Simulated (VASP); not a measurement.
# BN (Pm) in VASP: single point with PBE+D3(BJ)

Aim: the single point of BN with PBE+D3(BJ).

Everything below comes from runs of VASP 6.6.1. Logs are shortened: lines on timing, memory, paths and dates and some standing lists are left out, and cuts for length are marked.

## Step 1: The cell of the first run

Symmetry: Pm, No. 6, monoclinic system. The conventional cell has a = 2.506 Å, b = 6.592 Å, c = 2.506 Å, α = 90.00°, β = 120.00°, γ = 90.00°. B (site symmetry m) has 3 N at 1.39 to 1.56 Å within 1.9 Å. Within 1.9 Å of B (site symmetry m) lie 3 N at 1.43 to 1.49 Å. Within 1.9 Å of N (site symmetry m) lie 3 B at 1.43 to 1.49 Å. Within 1.9 Å of N (site symmetry m) lie 3 B at 1.39 to 1.56 Å.

## Step 2: Single point, PBE+D3(BJ) (atoms displaced along several vibrational modes)

INCAR

```
PREC = Accurate ; ENCUT = 520
EDIFF = 1E-7 ; ISMEAR = 1
SIGMA = 0.05 ; LREAL = F
LASPH = T ; NELM = 100
ALGO = Normal ; ISIF = 2
LWAVE = F ; LCHARG = F
GGA = PE ; IVDW = 12
NBANDS = 16
```

KPOINTS

```
regular mesh
0
Gamma
  12 12 4
```

POSCAR

```
BN
1.0
    2.5061127838      0.0000000000      0.0000000000
   -1.2530563919      2.1703573356      0.0000000000
    0.0000000000      0.0000000000      6.5923998870
B N
2 2
Direct
   -0.0428947681      0.0294882317      0.5000000000
    0.3962758786      0.6770741131      0.0000000000
    0.0534448545     -0.0080314294      0.0000000000
    0.5977498002      0.3105749947      0.5000000000
```

Potentials or basis: VASP PAW PBE potentials, release 64 (B, N).

Run with:

```
$ cat potpaw_PBE.64/B/POTCAR potpaw_PBE.64/N/POTCAR > POTCAR
$ mpirun -np 1 vasp_std > vasp.out
```

OUTCAR:

```text
PREC = Accurate
   ENCUT = 520
   EDIFF = 1E-7
   ISMEAR = 1
   LREAL = F
   LASPH = T
   NELM = 100
   ISIF = 2
   GGA = PE
   IVDW = 12
 IVDW          = 12

 ion  position               nearest neighbor table
   1  0.957  0.029  0.500-   4 1.39   4 1.39   4 1.56
   2  0.396  0.677  0.000-   3 1.43   3 1.43   3 1.49
   3  0.053  0.992  0.000-   2 1.43   2 1.43   2 1.49
   4  0.598  0.311  0.500-   1 1.39   1 1.39   1 1.56

  LATTYP: Found a hexagonal cell.
 ALAT       =     2.5061127838
 C/A-ratio  =     2.6305280152

  Lattice vectors:

 A1 = (   2.5061127838,   0.0000000000,   0.0000000000)
 A2 = (  -1.2530563919,   2.1703573356,   0.0000000000)
 A3 = (   0.0000000000,   0.0000000000,   6.5923998870)

Analysis of symmetry for initial positions (statically):
=====================================================================
 Subroutine PRICEL returns:
 Original cell was already a primitive cell.

 Routine SETGRP: Setting up the symmetry group for a
 hexagonal supercell.

 Subroutine GETGRP returns: Found  2 space group operations
 (whereof  2 operations were pure point group operations)
 out of a pool of 24 trial point group operations.

The static configuration has the point symmetry C_1h.

Analysis of symmetry for dynamics (positions and initial velocities):
=====================================================================
 Subroutine PRICEL returns:
 Original cell was already a primitive cell.

 Routine SETGRP: Setting up the symmetry group for a
 hexagonal supercell.

 Subroutine GETGRP returns: Found  2 space group operations
 (whereof  2 operations were pure point group operations)
 out of a pool of 24 trial point group operations.

The dynamic configuration has the point symmetry C_1h.

 Subroutine INISYM returns: Found  2 space group operations
 (whereof  2 operations are pure point group operations),
 and found     1 'primitive' translations

----------------------------------------------------------------------------------------

                                     Primitive cell

  volume of cell :      35.8571

  direct lattice vectors                    reciprocal lattice vectors
     2.506112784  0.000000000  0.000000000     0.399024340  0.230376810  0.000000000
    -1.253056392  2.170357336  0.000000000     0.000000000  0.460753620  0.000000000
     0.000000000  0.000000000  6.592399887     0.000000000  0.000000000  0.151689827

  length of vectors
     2.506112784  2.506112784  6.592399887     0.460753620  0.460753620  0.151689827

  position of ions in fractional coordinates (direct lattice)
     0.957105232  0.029488232  0.500000000
     0.396275879  0.677074113  0.000000000
     0.053444855  0.991968571  0.000000000
     0.597749800  0.310574995  0.500000000

  ion indices of the primitive-cell ions
   primitive index   ion index
                 1           1
                 2           2
                 3           3
                 4           4

----------------------------------------------------------------------------------------

 KPOINTS: regular mesh

Automatic generation of k-mesh.
 Grid dimensions read from file:
 generate k-points for:   12   12    4

 Generating k-lattice:

  Cartesian coordinates                     Fractional coordinates (reciprocal lattice)
     0.033252028  0.019198068  0.000000000     0.083333333  0.000000000  0.000000000
     0.000000000  0.038396135  0.000000000     0.000000000  0.083333333  0.000000000
     0.000000000  0.000000000  0.037922457     0.000000000  0.000000000  0.250000000

  Length of vectors
     0.038396135  0.038396135  0.037922457

  Shift w.r.t. Gamma in fractional coordinates (k-lattice)
     0.000000000  0.000000000  0.000000000

 Subroutine IBZKPT returns following result:
 ===========================================

 Found    222 irreducible k-points:

 Following reciprocal coordinates:
            Coordinates               Weight
  0.000000  0.000000  0.000000      1.000000
  0.083333 -0.000000  0.000000      2.000000
  0.000000  0.083333  0.000000      2.000000
 -0.083333  0.083333  0.000000      2.000000
  0.166667 -0.000000  0.000000      2.000000
  0.000000  0.166667  0.000000      2.000000
[... 16 lines left out ...]
  0.166667  0.083333  0.000000      2.000000
 -0.083333  0.250000  0.000000      2.000000
 [... further k-points ...]
   k-points           NKPTS =    222   k-points in BZ     NKDIM =    222   number of bands    NBANDS=     16
   number of dos      NEDOS =    301   number of ions     NIONS =      4
   total plane-waves  NPLWV =  20000
   dimension x,y,z NGX =    20 NGY =   20 NGZ =   50
   dimension x,y,z NGXF=    40 NGYF=   40 NGZF=  100
   ions per type =               2   2
   NGX,Y,Z   is equivalent  to a cutoff of  13.27, 13.27, 12.61 a.u.
   NGXF,Y,Z  is equivalent  to a cutoff of  26.53, 26.53, 25.22 a.u.
 SYSTEM =  unknown system
   PREC   = accura    normal or accurate (medium, high low for compatibility)
   ISTART =      0    job   : 0-new  1-cont  2-samecut
   ICHARG =      2    charge: 1-file 2-atom 10-const
   ISPIN  =      1    spin polarized calculation?
   LNONCOLLINEAR =      F non collinear calculations
   LSORBIT =      F    spin-orbit coupling
   LASPH  =      T    aspherical Exc in radial PAW
   ENCUT  =  520.0 eV  38.22 Ry    6.18 a.u.   4.66  4.66 12.26*2*pi/ulx,y,z
   NELM   =    100;   NELMIN=  2; NELMDL= -5     # of ELM steps
   EDIFF  = 0.1E-06   stopping-criterion for ELM
   LREAL  =      F    real-space projection
   EDIFFG = 0.1E-05   stopping-criterion for IOM
   NSW    =      0    number of steps for IOM
   IBRION =     -1    ionic relax: 0-MD 1-quasi-New 2-CG
   NFREE  =      0    steps in history (QN), initial steepest desc. (CG)
   ISIF   =      2    stress and relaxation
   ISYM   =      2    0-nonsym 1-usesym 2-fastsym
   POTIM  = 0.5000    time-step for ionic-motion
   TEBEG  =    0.0;   TEEND  =   0.0 temperature during run
   PSTRESS=    0.0 pullay stress
   NELECT =      16.0000    total number of electrons
   NUPDOWN=      -1.0000    fix difference up-down
   EMIN   =  10.00;   EMAX   =-10.00  energy-range for DOS
   EFERMI =   0.00;   METHOD = LEGACY
   ISMEAR =     1;   SIGMA  =   0.05  broadening in eV -4-tet -1-fermi 0-gaus
   EFERMI_NEDOS =   21; number of points for ismear=-14 and -15
   IALGO  =     38    algorithm
   IMIX   =      4    mixing-type and parameters
     AMIX     =   0.40;   BMIX     =  1.00
     AMIX_MAG =   1.60;   BMIX_MAG =  1.00
  volume/ion in A,a.u.               =       8.96        60.49
  Fermi-wavevector in a.u.,A,eV,Ry     =   1.250997  2.364042 21.293038  1.564994
  Thomas-Fermi vector in A             =   2.384965
   LORBIT       =      0    0 simple, 1 ext, 2 COOP (PROOUT), +10 PAW based schemes
   GGA     = PE    functional components
   LHFCALC =     F    Hartree Fock is set to
   AEXX    =    0.0000 exact exchange contribution
   IVDW    =    12    specifies the selected vdW correction
   LEPSILON=     F    determine dielectric tensor
   LRPA    =     F    only Hartree local field effects (RPA)
 non-spin polarized calculation
 Methfessel and Paxton  Order N= 1 SIGMA  =   0.05
  energy-cutoff  :      520.00
  volume of cell :       35.86
 maximum number of plane-waves:       985
   NGX =  9   NGY =  9   NGZ = 25

 number of electron      15.9999997 magnetization

 Free energy of the ion-electron system (eV)
  ---------------------------------------------------
  ext. energy  EPLUGINS =         0.00000000
  ---------------------------------------------------
  free energy    TOTEN  =       -34.88019069 eV

  energy without entropy =      -34.88028774  energy(sigma->0) =      -34.88022304

 E-fermi :   2.4240     XC(G=0): -10.1178

 val. band max:        2.4041067769   @ k =   0.4167   0.3333   0.0000
 cond. band min:       6.1295186857   @ k =   0.5000   0.5000   0.0000
 fundamental gap:      3.7254119088
 Fermi energy:         2.4240313880

 k-point     1 :       0.0000    0.0000    0.0000
  band No.  band energies     occupation
      1     -15.4898      2.00000
      2     -15.1672      2.00000
      3      -3.9256      2.00000
      4      -1.7458      2.00000
      5      -0.2616      2.00000
      6       0.4800      2.00000
[... 8 lines left out ...]
     15      15.4933      0.00000
     16      15.8167      0.00000

 k-point     2 :       0.0833   -0.0000    0.0000
  band No.  band energies     occupation
      1     -15.3559      2.00000
      2     -15.0389      2.00000
      3      -3.7368      2.00000
      4      -1.5778      2.00000
      5      -0.6642      2.00000
      6       0.0109      2.00000
[... 8 lines left out ...]
     15      15.1499      0.00000
     16      15.9964      0.00000

 k-point     3 :       0.0000    0.0833    0.0000
  band No.  band energies     occupation
      1     -15.3517      2.00000
      2     -15.0328      2.00000
      3      -3.7423      2.00000
      4      -1.5861      2.00000
      5      -0.4504      2.00000
      6       0.2501      2.00000
[... 8 lines left out ...]
     15      15.0690      0.00000
     16      16.3379      0.00000

 k-point     4 :      -0.0833    0.0833    0.0000
  band No.  band energies     occupation
      1     -15.3559      2.00000
      2     -15.0388      2.00000
      3      -3.7371      2.00000
      4      -1.5774      2.00000
      5      -0.6649      2.00000
      6       0.0135      2.00000
[... 8 lines left out ...]
     15      15.1855      0.00000
     16      16.0160      0.00000
[... 324 lines left out ...]
 k-point    22 :      -0.1667    0.0833    0.0000
  band No.  band energies     occupation
      1     -15.0959      2.00000
      2     -14.7917      2.00000
      3      -3.3575      2.00000
      4      -1.4854      2.00000
      5      -1.2378      2.00000
      6      -0.8978      2.00000
[... 8 lines left out ...]
     15      15.4576      0.00000
     16      16.6608      0.00000

 k-point    23 :       0.1667    0.0833    0.0000
  band No.  band energies     occupation
      1     -14.5675      2.00000
      2     -14.2805      2.00000
      3      -2.6428      2.00000
      4      -2.3889      2.00000
      5      -2.1010      2.00000
      6      -0.6341      2.00000
[... 8 lines left out ...]
     15      17.3103      0.00000
     16      17.8831      0.00000

 k-point    24 :      -0.0833    0.2500    0.0000
  band No.  band energies     occupation
      1     -14.5545      2.00000
      2     -14.2598      2.00000
      3      -2.6646      2.00000
      4      -1.8359      2.00000
      5      -1.7790      2.00000
      6      -0.8855      2.00000
[... 8 lines left out ...]
     15      17.5801      0.00000
     16      17.7193      0.00000

 [... further k-points ...]

------------------------ aborting loop because EDIFF is reached ----------------------------------------

 Edisp (eV)   -0.56892

 E8    (eV) :    -0.1669

  FORCE on cell =-STRESS in cart. coord.  units (eV):
  Direction    XX          YY          ZZ          XY          YZ          ZX
  --------------------------------------------------------------------------------------
  -------------------------------------------------------------------------------------
  Total       2.56788    -0.88680     0.01125     0.06113     0.00000     0.00000
  in kB     114.73857   -39.62434     0.50254     2.73128     0.00000     0.00000
  external pressure =       25.21 kB  Pullay stress =        0.00 kB

 VOLUME and BASIS-vectors are now :
 -----------------------------------------------------------------------------
  energy-cutoff  :      520.00
  volume of cell :       35.86
      direct lattice vectors                 reciprocal lattice vectors
     2.506112784  0.000000000  0.000000000     0.399024340  0.230376810  0.000000000
    -1.253056392  2.170357336  0.000000000     0.000000000  0.460753620  0.000000000
     0.000000000  0.000000000  6.592399887     0.000000000  0.000000000  0.151689827

 POSITION                                       TOTAL-FORCE (eV/Angst)
 -----------------------------------------------------------------------------------
      2.36166      0.06400      3.29620         0.007187     -3.861765      0.000000
      0.14470      1.46949      0.00000        -0.015094     -1.542615      0.000000
     -1.10905      2.15293      0.00000        -0.015365      1.533720      0.000000
      1.10886      0.67406      3.29620         0.023271      3.870659      0.000000
 -----------------------------------------------------------------------------------
    total drift:                               -0.000128     -0.000108      0.000000

  FREE ENERGIE OF THE ION-ELECTRON SYSTEM (eV)
  ---------------------------------------------------
  free  energy   TOTEN  =       -35.4491077681 eV

  energy  without entropy=      -35.4492048215  energy(sigma->0) =      -35.44914012
```

It took 3.5 min on 1 thread of Intel Xeon 8259CL, shared host; peak memory 0.24 GiB.

Results:

```yaml
Free_energy: -35.4491 eV
Pressure: 2.5 GPa
Largest_force: 3.871 eV/Å
Band_gap_on_the_k_mesh: 3.73 eV (least direct gap 4.10 eV)
Dispersion_energy_per_atom: -0.142 eV
```

Forces in eV/Å, atoms in the order of the input:
```
B    0.007 -3.862  0.000
B   -0.015 -1.543  0.000
N   -0.015  1.534  0.000
N    0.023  3.871  0.000
```

Caveat: the cell differs from its parent crystal (atoms displaced along several vibrational modes); the stress differs along the axes, from -4 to 11 GPa; forces of over 1 eV/Å act on the atoms, so gaps and moduli don't describe the material at rest.
